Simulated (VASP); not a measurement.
# ZnSe (I-4m2) in VASP: notebook

ZnSe is run at these levels: PBE; tasks: single point.

Everything below comes from runs of VASP 6.6.1. Logs are shortened: lines on timing, memory, paths and dates and some standing lists are left out, and cuts for length are marked.

**1. The cell of the first run**

The structure is tetragonal, space group I-4m2 (No. 119). The conventional cell has a = 4.403 Å, b = 4.403 Å, c = 4.857 Å, α = 90.00°, β = 90.00°, γ = 90.00°. Within 3.3 Å of Zn (site symmetry -4m2) lie 4 Se at 2.51 Å. Within 3.3 Å of Se (site symmetry -4m2) lie 4 Zn at 2.51 Å.

**2. Single point, PBE**

INCAR

```
SYSTEM = ZnSe
  ALGO = Normal
  EDIFF = 1E-6
  ENCUT = 520
  GGA = PE
  ISIF = 2
  ISMEAR = 0
  LASPH = .TRUE.
  LCHARG = .FALSE.
  LREAL = .FALSE.
  LWAVE = .FALSE.
  NBANDS = 16
  NELM = 60
  PREC = Accurate
  SIGMA = 0.05
```

KPOINTS

```
k-points
0
G
  10 10 10
  0 0 0
```

POSCAR

```
ZnSe
1.0
    0.0000000000      3.1133830051      2.4284387440
    3.1133830051      0.0000000000      2.4284387440
    3.1133830051      3.1133830051      0.0000000000
Zn Se
1 1
Direct
    0.0000000000      0.0000000000      0.0000000000
    0.7500000000      0.7500000000      0.7500000000
```

Potentials or basis: VASP PAW PBE potentials, release 64 (Zn, Se).

Run with:

```console
$ cat potpaw_PBE.64/Zn/POTCAR potpaw_PBE.64/Se/POTCAR > POTCAR
$ mpirun -np 1 vasp_std > vasp.out
```

OUTCAR:

```text
SYSTEM = ZnSe
   EDIFF = 1E-6
   ENCUT = 520
   GGA = PE
   ISIF = 2
   ISMEAR = 0
   LASPH = .TRUE.
   LREAL = .FALSE.
   NELM = 60
   PREC = Accurate

 ion  position               nearest neighbor table
   1  0.000  0.000  0.000-   2 2.51   2 2.51   2 2.51   2 2.51
   2  0.750  0.750  0.750-   1 2.51   1 2.51   1 2.51   1 2.51

  LATTYP: Found a body centered tetragonal cell.
 ALAT       =     4.4029884707
 C/A-ratio  =     1.1030865787

  Lattice vectors:

 A1 = (   0.0000000000,  -3.1133830051,  -2.4284387440)
 A2 = (   0.0000000000,   3.1133830051,  -2.4284387440)
 A3 = (   3.1133830051,   0.0000000000,   2.4284387440)

Analysis of symmetry for initial positions (statically):
=====================================================================
 Subroutine PRICEL returns:
 Original cell was already a primitive cell.

 Routine SETGRP: Setting up the symmetry group for a
 body centered tetragonal supercell.

 Subroutine GETGRP returns: Found  8 space group operations
 (whereof  8 operations were pure point group operations)
 out of a pool of 16 trial point group operations.

The static configuration has the point symmetry D_2d.

Analysis of symmetry for dynamics (positions and initial velocities):
=====================================================================
 Subroutine PRICEL returns:
 Original cell was already a primitive cell.

 Routine SETGRP: Setting up the symmetry group for a
 body centered tetragonal supercell.

 Subroutine GETGRP returns: Found  8 space group operations
 (whereof  8 operations were pure point group operations)
 out of a pool of 16 trial point group operations.

The dynamic configuration has the point symmetry D_2d.

 Subroutine INISYM returns: Found  8 space group operations
 (whereof  8 operations are pure point group operations),
 and found     1 'primitive' translations

----------------------------------------------------------------------------------------

                                     Primitive cell

  volume of cell :      47.0785

  direct lattice vectors                    reciprocal lattice vectors
     0.000000000  3.113383005  2.428438744    -0.160597009  0.160597009  0.205893602
     3.113383005  0.000000000  2.428438744     0.160597009 -0.160597009  0.205893602
     3.113383005  3.113383005  0.000000000     0.160597009  0.160597009 -0.205893602

  length of vectors
     3.948476728  3.948476728  4.402988471     0.306553379  0.306553379  0.306553379

  position of ions in fractional coordinates (direct lattice)
     0.000000000  0.000000000  0.000000000
     0.750000000  0.750000000  0.750000000

  ion indices of the primitive-cell ions
   primitive index   ion index
                 1           1
                 2           2

----------------------------------------------------------------------------------------

 KPOINTS: k-points

Automatic generation of k-mesh.
 Grid dimensions read from file:
 generate k-points for:   10   10   10

 Generating k-lattice:

  Cartesian coordinates                     Fractional coordinates (reciprocal lattice)
    -0.016059701  0.016059701  0.020589360     0.100000000  0.000000000  0.000000000
     0.016059701 -0.016059701  0.020589360     0.000000000  0.100000000  0.000000000
     0.016059701  0.016059701 -0.020589360     0.000000000  0.000000000  0.100000000

  Length of vectors
     0.030655338  0.030655338  0.030655338

  Shift w.r.t. Gamma in fractional coordinates (k-lattice)
     0.000000000  0.000000000  0.000000000

 Subroutine IBZKPT returns following result:
 ===========================================

 Found    102 irreducible k-points:

 Following reciprocal coordinates:
            Coordinates               Weight
  0.000000  0.000000  0.000000      1.000000
  0.100000 -0.000000  0.000000      8.000000
  0.200000 -0.000000  0.000000      8.000000
  0.300000 -0.000000  0.000000      8.000000
  0.400000 -0.000000  0.000000      8.000000
  0.500000 -0.000000  0.000000      4.000000
[... 16 lines left out ...]
  0.300000  0.300000  0.000000      2.000000
  0.400000  0.300000  0.000000      8.000000
 [... further k-points ...]
   k-points           NKPTS =    102   k-points in BZ     NKDIM =    102   number of bands    NBANDS=     16
   number of dos      NEDOS =    301   number of ions     NIONS =      2
   total plane-waves  NPLWV =  32400
   dimension x,y,z NGX =    30 NGY =   30 NGZ =   36
   dimension x,y,z NGXF=    60 NGYF=   60 NGZF=   72
   ions per type =               1   1
   NGX,Y,Z   is equivalent  to a cutoff of  12.63, 12.63, 13.59 a.u.
   NGXF,Y,Z  is equivalent  to a cutoff of  25.26, 25.26, 27.19 a.u.
 SYSTEM =  ZnSe
   PREC   = accura    normal or accurate (medium, high low for compatibility)
   ISTART =      0    job   : 0-new  1-cont  2-samecut
   ICHARG =      2    charge: 1-file 2-atom 10-const
   ISPIN  =      1    spin polarized calculation?
   LNONCOLLINEAR =      F non collinear calculations
[... 24 lines left out ...]
     AMIX_MAG =   1.60;   BMIX_MAG =  1.00
  volume/ion in A,a.u.               =      23.54       158.85
  Fermi-wavevector in a.u.,A,eV,Ry     =   1.188206  2.245383 19.209147  1.411832
  Thomas-Fermi vector in A             =   2.324340
   LORBIT       =      0    0 simple, 1 ext, 2 COOP (PROOUT), +10 PAW based schemes
   GGA     = PE    functional components
   LHFCALC =     F    Hartree Fock is set to
   AEXX    =    0.0000 exact exchange contribution
   IVDW    =     0    specifies the selected vdW correction
   LEPSILON=     F    determine dielectric tensor
   LRPA    =     F    only Hartree local field effects (RPA)
 non-spin polarized calculation
 Gauss-broadening in eV      SIGMA  =   0.05
  energy-cutoff  :      520.00
  volume of cell :       47.08
 maximum number of plane-waves:      1286
 NGX is ok and might be reduce to    30

 number of electron      18.0000005 magnetization

 Free energy of the ion-electron system (eV)
  ---------------------------------------------------
  ext. energy  EPLUGINS =         0.00000000
  ---------------------------------------------------
  free energy    TOTEN  =        -5.87921586 eV

  energy without entropy =       -5.87921586  energy(sigma->0) =       -5.87921586

 E-fermi :   1.8491     XC(G=0):  -9.2288

 val. band max:        1.6498189886   @ k =   0.0000   0.0000   0.0000
 cond. band min:       2.2510346819   @ k =   0.0000   0.0000   0.0000
 fundamental gap:      0.6012156933
 Fermi energy:         1.8490546584

 k-point     1 :       0.0000    0.0000    0.0000
  band No.  band energies     occupation
      1     -11.6222      2.00000
      2      -5.0782      2.00000
      3      -5.0782      2.00000
      4      -5.0064      2.00000
      5      -4.7912      2.00000
      6      -4.7705      2.00000
[... 8 lines left out ...]
     15      11.1541      0.00000
     16      12.7879      0.00000

 k-point     2 :       0.1000   -0.0000    0.0000
  band No.  band energies     occupation
      1     -11.5588      2.00000
      2      -5.0752      2.00000
      3      -5.0728      2.00000
      4      -4.9998      2.00000
      5      -4.7886      2.00000
      6      -4.7717      2.00000
[... 8 lines left out ...]
     15      11.4218      0.00000
     16      12.3359      0.00000

 k-point     3 :       0.2000   -0.0000    0.0000
  band No.  band energies     occupation
      1     -11.3849      2.00000
      2      -5.0622      2.00000
      3      -5.0614      2.00000
      4      -4.9757      2.00000
      5      -4.7781      2.00000
      6      -4.7735      2.00000
[... 8 lines left out ...]
     15      11.1457      0.00000
     16      13.5604      0.00000

 k-point     4 :       0.3000   -0.0000    0.0000
  band No.  band energies     occupation
      1     -11.1515      2.00000
      2      -5.0530      2.00000
      3      -5.0219      2.00000
      4      -4.9309      2.00000
      5      -4.7696      2.00000
      6      -4.7572      2.00000
[... 8 lines left out ...]
     15      12.2195      0.00000
     16      14.1225      0.00000
[... 324 lines left out ...]
 k-point    22 :      -0.2000    0.2000    0.0000
  band No.  band energies     occupation
      1     -11.1236      2.00000
      2      -5.0272      2.00000
      3      -4.9838      2.00000
      4      -4.9245      2.00000
      5      -4.7955      2.00000
      6      -4.7800      2.00000
[... 8 lines left out ...]
     15      12.1394      0.00000
     16      12.9031      0.00000

 k-point    23 :       0.3000    0.3000    0.0000
  band No.  band energies     occupation
      1     -10.8632      2.00000
      2      -5.0481      2.00000
      3      -4.9782      2.00000
      4      -4.9782      2.00000
      5      -4.7310      2.00000
      6      -4.7031      2.00000
[... 8 lines left out ...]
     15      12.6276      0.00000
     16      16.2857      0.00000

 k-point    24 :       0.4000    0.3000    0.0000
  band No.  band energies     occupation
      1     -10.6984      2.00000
      2      -5.0361      2.00000
      3      -4.9519      2.00000
      4      -4.9410      2.00000
      5      -4.7183      2.00000
      6      -4.6311      2.00000
[... 8 lines left out ...]
     15      13.7594      0.00000
     16      16.3795      0.00000

 [... further k-points ...]
[... 5 lines left out ...]
  --------------------------------------------------------------------------------------
  -------------------------------------------------------------------------------------
  Total       -0.8230667     -0.8230667      0.7883121      0.0000000     -0.0000000      0.0000000
  in kB      -28.0106625    -28.0106625     26.8278917      0.0000000     -0.0000000      0.0000000
  external PRESSURE =      -9.7311445 kB  Pullay stress =       0.0000000 kB

 VOLUME and BASIS-vectors are now :
 -----------------------------------------------------------------------------
  energy-cutoff  :      520.00
  volume of cell :       47.08
      direct lattice vectors                 reciprocal lattice vectors
     0.000000000  3.113383005  2.428438744    -0.160597009  0.160597009  0.205893602
     3.113383005  0.000000000  2.428438744     0.160597009 -0.160597009  0.205893602
     3.113383005  3.113383005  0.000000000     0.160597009  0.160597009 -0.205893602

 POSITION                                       TOTAL-FORCE (eV/Angst)
 -----------------------------------------------------------------------------------
      0.00000      0.00000      0.00000        -0.000000     -0.000000      0.000000
      4.67007      4.67007      3.64266         0.000000      0.000000      0.000000
 -----------------------------------------------------------------------------------
    total drift:                                0.000002      0.000002      0.000007

  FREE ENERGIE OF THE ION-ELECTRON SYSTEM (eV)
  ---------------------------------------------------
  free  energy   TOTEN  =        -5.8792158647 eV

  energy  without entropy=       -5.8792158647  energy(sigma->0) =       -5.87921586
```

Run time: 96 s. Hardware: 1 thread of Intel Xeon Platinum 8259CL at 2.50GHz (Skylake/Cascade Lake), shared host; peak memory 0.22 GiB.

Results:

- Free energy: -5.8792 eV
- Pressure: -1.0 GPa
- Band gap on the k mesh: 0.60 eV, direct

Stress tensor (GPa, compression positive):
```
-2.80  0.00  0.00
 0.00 -2.80  0.00
 0.00  0.00  2.68
```

**3. Single point, PBE**

This run uses another cell than the first one, of the same volume but with other edges.

INCAR

```
  ALGO = Normal
  EDIFF = 1E-7
  ENCUT = 520
  GGA = PE
  ISIF = 2
  ISMEAR = 0
  LASPH = T
  LCHARG = T
  LELF = T
  LREAL = F
  LVHAR = T
  LWAVE = F
  NBANDS = 16
  NELM = 80
  PREC = Accurate
  SIGMA = 0.05
```

KPOINTS

```
k-points
0
Gamma
  10 10 10
```

POSCAR

```
ZnSe
1.0
    0.0000000000      2.6259289261      3.4137076040
    2.6259289261      0.0000000000      3.4137076040
    2.6259289261      2.6259289261      0.0000000000
Zn Se
1 1
Direct
    0.0000000000      0.0000000000      0.0000000000
    0.7500000000      0.7500000000      0.7500000000
```

Potentials or basis: VASP PAW PBE potentials, release 64 (Zn, Se).

Run with:

```console
$ cat potpaw_PBE.64/Zn/POTCAR potpaw_PBE.64/Se/POTCAR > POTCAR
$ mpirun -np 1 vasp_std > vasp.out
```

Wall time 74 s (1 thread of Intel Xeon Platinum 8259CL at 2.50GHz (Skylake/Cascade Lake), shared host); peak memory 0.23 GiB.

Results (log left out):

* Free energy: -5.7226 eV
* Pressure: -0.6 GPa
* Band gap on the k mesh: 0.23 eV, indirect (least direct gap 0.23 eV)

Stress tensor (GPa, compression positive):
```
 3.93  0.00  0.00
 0.00  3.93  0.00
 0.00  0.00 -9.68
```

Levels at points of the mesh, in eV from the valence-band top:
```tsv
k point	band 5	band 6	band 7	band 8	band 9	band 10	band 11	band 12	band 13	band 14
(0.00, 0.00, 0.00)	-6.61	-6.59	-1.45	-0.01	-0.01	0.22	5.72	5.72	5.85	7.95
(0.50, 0.00, 0.00)	-6.60	-6.48	-5.26	-2.03	-0.32	1.29	6.04	7.13	7.91	10.04
(0.50, 0.50, 0.00)	-6.62	-6.57	-5.91	-1.40	-1.40	3.63	4.56	8.23	10.43	10.43
(0.50, 0.00, 0.50)	-6.59	-6.37	-4.40	-2.92	-2.52	2.31	2.34	8.21	9.24	9.59
```

**4. Single point, PBE**

This run uses another cell than the first one, of the same volume but with other edges.

INCAR

```
PREC = Accurate
ENCUT = 520
EDIFF = 1E-7
ISMEAR = 0
SIGMA = 0.05
LREAL = F
LASPH = T
NELM = 80
ALGO = Normal
ISIF = 2
LWAVE = F
LCHARG = T
GGA = PE
LELF = T
LVHAR = T
NBANDS = 16
```

KPOINTS

```
regular mesh
0
Gamma
  10 10 10
```

POSCAR

```
ZnSe
1.0
    0.0000000000      2.9466924400      2.7109570448
    2.9466924400      0.0000000000      2.7109570448
    2.9466924400      2.9466924400      0.0000000000
Zn Se
1 1
Direct
    0.0000000000      0.0000000000      0.0000000000
    0.7500000000      0.7500000000      0.7500000000
```

Run with:

```console
$ cat potpaw_PBE.64/Zn/POTCAR potpaw_PBE.64/Se/POTCAR > POTCAR
$ mpirun -np 1 vasp_std > vasp.out
```

Wall time 1.9 min (1 thread of Intel Xeon Platinum 8259CL at 2.50GHz (Skylake/Cascade Lake), shared host); peak memory 0.23 GiB.

It converged, with:

```yaml
Free_energy: -6.0120 eV
Pressure: 0.1 GPa
Band_gap_on_the_k_mesh: 0.97 eV, direct
```

Stress tensor (GPa, compression positive):
```
-0.70  0.00  0.00
 0.00 -0.70  0.00
 0.00  0.00  1.74
```

Levels at points of the mesh, in eV from the valence-band top:
| k point | band 6 | band 7 | band 8 | band 9 | band 10 | band 11 | band 12 | band 13 |
| --- | --- | --- | --- | --- | --- | --- | --- | --- |
| (0.00, 0.00, 0.00) | -6.25 | -0.25 | -0.25 | 0.00 | 0.97 | 5.67 | 5.71 | 5.71 |
| (0.50, 0.00, 0.00) | -6.11 | -5.15 | -1.19 | -0.76 | 2.25 | 5.93 | 6.64 | 8.36 |
| (0.50, 0.50, 0.00) | -6.02 | -4.44 | -2.49 | -2.49 | 2.70 | 2.79 | 10.80 | 10.80 |
| (0.50, 0.00, 0.50) | -6.12 | -4.90 | -2.13 | -1.99 | 3.03 | 3.57 | 10.00 | 10.32 |

**5. Single point, PBE**

This run uses another cell than the first one, of the same volume but with other edges.

INCAR

```
SYSTEM = ZnSe
PREC     = Accurate       ! precision mode
ENCUT    = 520            ! plane-wave cutoff, eV
EDIFF    = 1E-6           ! SCF threshold, eV
ISMEAR   = 0              ! smearing method
SIGMA    = 0.05           ! smearing width, eV
LREAL    = .False.        ! projectors in reciprocal space
LASPH    = .True.         ! aspherical terms in the spheres
NELM     = 80             ! most SCF steps
ALGO     = Normal         ! electronic algorithm
ISIF     = 2              ! what is computed and relaxed
LWAVE    = .False.        ! write WAVECAR
LCHARG   = .False.        ! write CHGCAR
GGA      = PE             ! functional
NBANDS   = 16             ! bands
```

KPOINTS

```
Automatic mesh
0
Gamma
  10 10 10
  0 0 0
```

POSCAR

```
ZnSe
1.0
    0.0000000000      2.7763008301      3.0539309131
    2.7763008301      0.0000000000      3.0539309131
    2.7763008301      2.7763008301      0.0000000000
Zn Se
1 1
Direct
    0.0000000000      0.0000000000      0.0000000000
    0.7500000000      0.7500000000      0.7500000000
```

Run with:

```console
$ cat potpaw_PBE.64/Zn/POTCAR potpaw_PBE.64/Se/POTCAR > POTCAR
$ mpirun -np 1 vasp_std > vasp.out
```

It took 92 s on 1 thread of Intel Xeon Platinum 8259CL at 2.50GHz (Skylake/Cascade Lake), shared host; peak memory 0.23 GiB.

It converged, with:

| Item | Value |
| --- | --- |
| Free energy | -5.9988 eV |
| Pressure | 0.1 GPa |
| Band gap on the k mesh | 0.98 eV, direct |

Stress tensor (GPa, compression positive):
```
 1.39  0.00  0.00
 0.00  1.39  0.00
 0.00  0.00 -2.48
```

Levels at points of the mesh, in eV from the valence-band top:
```csv
k point,band 7,band 8,band 9,band 10,band 11,band 12
"(0.00, 0.00, 0.00)",-0.41,0.00,0.00,0.98,5.72,5.72
"(0.50, 0.00, 0.00)",-5.11,-1.22,-0.65,2.25,6.05,6.64
"(0.50, 0.50, 0.00)",-5.07,-1.84,-1.84,3.24,3.91,9.74
"(0.50, 0.00, 0.50)",-4.53,-2.40,-2.24,2.81,3.06,10.16
```

**6. Single point, PBE**

This run uses another cell than the first one, of the same volume but with other edges.

INCAR

```
SYSTEM = ZnSe
PREC     = Accurate       ! precision mode
ENCUT    = 520            ! plane-wave cutoff, eV
EDIFF    = 1E-7           ! SCF threshold, eV
ISMEAR   = 0              ! smearing method
SIGMA    = 0.05           ! smearing width, eV
LREAL    = .FALSE.        ! projectors in reciprocal space
LASPH    = .TRUE.         ! aspherical terms in the spheres
NELM     = 80             ! most SCF steps
ALGO     = Normal         ! electronic algorithm
ISIF     = 2              ! what is computed and relaxed
LWAVE    = .FALSE.        ! write WAVECAR
LCHARG   = .FALSE.        ! write CHGCAR
GGA      = PE             ! functional
NBANDS   = 16             ! bands
```

KPOINTS

```
Automatic mesh
0
G
  10 10 10
  0 0 0
```

POSCAR

```
ZnSe
1.0
    0.0000000000      3.3084631296      2.1505010342
    3.3084631296      0.0000000000      2.1505010342
    3.3084631296      3.3084631296      0.0000000000
Zn Se
1 1
Direct
    0.0000000000      0.0000000000      0.0000000000
    0.7500000000      0.7500000000      0.7500000000
```

Potentials or basis: VASP PAW PBE potentials, release 64 (Zn, Se).

Run with:

```console
$ cat potpaw_PBE.64/Zn/POTCAR potpaw_PBE.64/Se/POTCAR > POTCAR
$ mpirun -np 1 vasp_std > vasp.out
```

Wall time 1.8 min (1 thread of Intel Xeon Platinum 8259CL at 2.50GHz (Skylake/Cascade Lake), shared host); peak memory 0.22 GiB.

It converged, with:

```
Free energy : -5.6326 eV
Pressure    : -3.1 GPa
```

Stress tensor (GPa, compression positive):
```
-5.98  0.00  0.00
 0.00 -5.98  0.00
 0.00  0.00  2.53
```

Levels at points of the mesh, in eV from the Fermi level:
```
           k point  band 5  band 6  band 7  band 8  band 9  band 10  band 11  band 12  band 13  band 14
(0.00, 0.00, 0.00)   -6.66   -6.65   -0.93   -0.93    0.00     0.00     6.25     6.58     6.58     7.72
(0.50, 0.00, 0.00)   -6.56   -6.55   -5.03   -2.01   -0.87     1.01     4.67     6.72     8.21    10.45
(0.50, 0.50, 0.00)   -6.54   -6.27   -3.58   -3.58   -3.14     0.51     2.60    10.17    10.17    11.47
(0.50, 0.00, 0.50)   -6.64   -6.62   -5.52   -1.46   -1.06     3.35     4.69     7.68     7.83     8.13
```

**7. The runs side by side**

```csv
cell,gap on the mesh (eV),pressure (GPa)
"a = 3.948, b = 3.948, c = 4.403 Å, angles 56.1, 56.1, 67.8°, 2 atoms",0.60,-1.0
"a = 4.307, b = 4.307, c = 3.714 Å, angles 64.5, 64.5, 51.1°, 2 atoms",0.23,-0.6
"a = 4.004, b = 4.004, c = 4.167 Å, angles 58.6, 58.6, 62.7°, 2 atoms",0.97,0.1
"a = 4.127, b = 4.127, c = 3.926 Å, angles 61.6, 61.6, 56.8°, 2 atoms",0.98,0.1
"a = 3.946, b = 3.946, c = 4.679 Å, angles 53.6, 53.6, 72.7°, 2 atoms",-,-3.1
```

Alike in all rows: task single point; level PBE; potentials or basis VASP PAW PBE potentials, release 64 (Zn, Se); no spin polarisation; k mesh 10 × 10 × 10; cutoff (eV) 520; smearing gaussian 0.05 eV.

Absolute energies hang on the potentials; compare differences alone.
